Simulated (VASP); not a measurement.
BP: electric field gradients with PBE

BP:

```
B P
1.0
     0.00000    2.26900    2.26900
     2.26900    0.00000    2.26900
     2.26900    2.26900    0.00000
B P
1 1
Direct
  0.00000 0.00000 0.00000
  0.75000 0.75000 0.75000
```

```
Program                : VASP 6.6.1
Task                   : electric field gradients
Functional             : PBE
Potentials or basis    : VASP PAW PBE potentials, release 64 (B, P)
Cutoff                 : 520 eV
k mesh                 : 4 × 4 × 4
Occupations            : fermi-dirac, width 0.08 eV
Spin                   : no spin polarisation
Dipole correction      : no
Further INCAR settings : ALGO = Normal; EDIFF = 1e-08; NBANDS = 11
```

```yaml
Pressure: 2.0 GPa
Band_gap_on_the_k_mesh: 1.31 eV, indirect (least direct gap 3.38 eV)
```

Levels at points of the mesh, in eV from the valence-band top:
```tsv
k point	band 1	band 2	band 3	band 4	band 5	band 6	band 7	band 8	band 9
(0.00, 0.00, 0.00)	-15.47	0.00	0.00	0.00	3.38	3.38	3.38	7.38	11.50
(0.50, 0.00, 0.00)	-12.15	-9.05	-1.76	-1.76	3.77	4.69	4.69	10.11	14.61
(0.50, 0.50, 0.00)	-10.62	-8.59	-4.12	-4.12	1.31	1.64	12.12	12.12	15.24
```

Run time: 3.4 s on 1 thread of Intel Xeon 8259CL, with other jobs on the host, peak memory 0.13 GiB.

Caveat: the k points lie up to 0.60 Å⁻¹ apart; without QUAD_EFG the Cq values of the log hold for a quadrupole moment of 1 mb, not for the nuclei. A hybrid or GW would open this gap; PBE tends to underestimate it.
